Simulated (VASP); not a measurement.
The system is EuHg2.

```xyz
3
Lattice="4.9700 0.0000 0.0000 -2.4850 4.3041 0.0000 0.0000 0.0000 3.7050" Properties=species:S:1:pos:R:3 pbc="T T T"
Eu    0.0000    0.0000    0.0000
Hg    0.0000    2.8694    1.8525
Hg    2.4850    1.4347    1.8525
```

Base run:

* Program: VASP 6.6.1
* Functional: LDA
* Potentials or basis: VASP PAW PBE potentials, release 64 (Eu, Hg)
* Cutoff: 520 eV
* k mesh: 6 × 6 × 7
* Occupations: fermi-dirac, width 0.05 eV
* Spin: collinear spin, ferromagnetic start
* Starting moments: [7.0, 0.0, 0.0] μB
* Hubbard terms: Eu f U = 2.0 eV

Its results: pressure -3.2 GPa; net moment 7.07 μB per cell; site moments Eu +6.67; Hg +0.00 μB.

Task: The run is repeated on the same cell with these changes: hubbard terms from Eu f U = 2.0 eV to none. What comes out?

Result: Pressure -4.0 GPa; net moment 6.94 μB per cell; site moments Eu +6.58; Hg -0.00 μB.

Caveats: the cell stands under tension; the PAW data sets were made with another functional, which shifts forces and pressure a little.
